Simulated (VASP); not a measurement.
Write the native input for VASP 6.6.1 that does the following.

```yaml
Task: relaxation of cell and atoms
Functional: PBEsol
Potentials_or_basis: VASP PAW PBE potentials, release 64 (Sb)
Cutoff: 600 eV
k_mesh: 10 × 10 × 10
Occupations: fermi-dirac, width 0.05 eV
Spin: no spin polarisation
Dipole_correction: no
Further_INCAR_settings: ALGO = Normal; EDIFF = 1e-07; IBRION = 2; EDIFFG = -0.02; NSW = 80; ISIF = 3
```

The structure of Sb lies in POSCAR:

```
Sb
1.0
   -1.8713408863      1.8713408863      1.8713408863
    1.8713408863     -1.8713408863      1.8713408863
    1.8713408863      1.8713408863     -1.8713408863
Sb
1
Direct
    0.0000000000      0.0000000000      0.0000000000
```

One way to write it, as run:

INCAR

```
SYSTEM = Sb
ALGO = Normal
EDIFF = 1E-7
EDIFFG = -0.02
ENCUT = 600
GGA = PS
IBRION = 2
ISIF = 3
ISMEAR = -1
LASPH = .TRUE.
LCHARG = .FALSE.
LREAL = .FALSE.
LWAVE = .FALSE.
NELM = 80
NSW = 80
PREC = Accurate
SIGMA = 0.05
```

KPOINTS

```
k-points
0
G
  10 10 10
  0 0 0
```

Potentials or basis: VASP PAW PBE potentials, release 64 (Sb).

Command:

```console
$ cat potpaw_PBE.64/Sb/POTCAR > POTCAR
$ mpirun -np 1 vasp_std > vasp.out
```

It gave:

```
Pressure after relaxing : 0.0 GPa
```

Caveat: the relaxation stopped at its first step, so nothing moved; the PAW data sets were made with another functional, which shifts forces and pressure a little.

Run time: 22 s on 1 thread of AMD EPYC 7R13, with other jobs on the host, peak memory 0.13 GiB.
